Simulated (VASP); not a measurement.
Here is a VASP 6.6.1 calculation.

File INCAR:

```
SYSTEM = ScAl7N8
ALGO = Normal
EDIFF = 1E-6
EDIFFG = -0.05
ENCUT = 600
GGA = PS
IBRION = 2
ISIF = 3
ISMEAR = 0
LASPH = .TRUE.
LCHARG = .FALSE.
LREAL = Auto
LWAVE = .FALSE.
NELM = 60
NSW = 100
PREC = Accurate
SIGMA = 0.1
```

Contents of KPOINTS:

```
k-points
0
G
  4 6 6
  0 0 0
```

Contents of POSCAR:

```
ScAl7N8
1.0
    0.0000000000      0.0000000000     -5.0799619200
    3.1748487200      5.4989992800      0.0000000000
    3.1748487200     -5.4989992800      0.0000000000
Sc Al N
1 7 8
Direct
    0.0000000000      0.1666666700      0.3333333300
    0.0000000000      0.1666666700      0.8333333300
    0.0000000000      0.6666666700      0.3333333300
    0.0000000000      0.6666666700      0.8333333300
    0.5000000000      0.3333333300      0.6666666700
    0.5000000000      0.3333333300      0.1666666700
    0.5000000000      0.8333333300      0.6666666700
    0.5000000000      0.8333333300      0.1666666700
    0.6200000000      0.1666666700      0.3333333300
    0.6200000000      0.1666666700      0.8333333300
    0.6200000000      0.6666666700      0.3333333300
    0.6200000000      0.6666666700      0.8333333300
    0.1200000000      0.3333333300      0.6666666700
    0.1200000000      0.3333333300      0.1666666700
    0.1200000000      0.8333333300      0.6666666700
    0.1200000000      0.8333333300      0.1666666700
```

Potentials or basis: VASP PAW PBE potentials, release 64 (Sc_sv, Al, N).

Run with:

```sh
$ cat potpaw_PBE.64/Sc_sv/POTCAR potpaw_PBE.64/Al/POTCAR potpaw_PBE.64/N/POTCAR > POTCAR
$ mpirun -np 1 vasp_std > vasp.out
```

(1) What does it give for the relaxed volume?

(2) Predict the relaxed cell.

Results:

(1) 10.88 Å³/atom.

(2) a = 5.013 Å, b = 6.333 Å, c = 6.333 Å, α = 120.00°, β = 90.00°, γ = 90.00°.

Caveat: the PAW data sets were made with another functional, which shifts forces and pressure a little.
